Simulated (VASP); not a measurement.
A run of VASP 6.6.1 is set up as follows.

Contents of INCAR:

```
SYSTEM = BaS
PREC = Accurate ; ENCUT = 520
EDIFF = 1E-7 ; ISMEAR = 0
SIGMA = 0.05 ; LREAL = .FALSE.
LASPH = .TRUE. ; NELM = 60
ALGO = Normal ; ISIF = 2
LWAVE = .FALSE. ; LCHARG = .FALSE.
GGA = PE ; NBANDS = 15
```

Contents of KPOINTS:

```
Automatic mesh
0
G
  10 10 10
  0 0 0
```

Contents of POSCAR:

```
BaS
1.0
    0.0000000000      3.2142043034      3.2142043034
    3.2142043034      0.0000000000      3.2142043034
    3.2142043034      3.2142043034      0.0000000000
Ba S
1 1
Direct
    0.5000000000      0.5000000000      0.5000000000
    0.0124447596     -0.0124447596      0.0124447596
```

Potentials or basis: VASP PAW PBE potentials, release 64 (Ba_sv, S).

Run with:

```bash
$ cat potpaw_PBE.64/Ba_sv/POTCAR potpaw_PBE.64/S/POTCAR > POTCAR
$ mpirun -np 1 vasp_std > vasp.out
```

**Question.** Estimate the band gap on the k mesh.

**Answer.** 2.15 eV, indirect (least direct gap 2.29 eV).

**Question.** Predict the pressure.

**Answer.** 0.6 GPa.

**Question.** Predict the largest force.

**Answer.** 0.158 eV/Å.

Stress tensor (GPa, compression positive):
```
0.52 0.00 0.00
0.00 0.80 0.00
0.00 0.00 0.52
```

Caveat: the cell differs from its parent crystal (atom 2 (S) moved 0.08 Å along y); spin-orbit coupling is left out, which moves the levels of the heavy elements. A k mesh can miss the band edges.
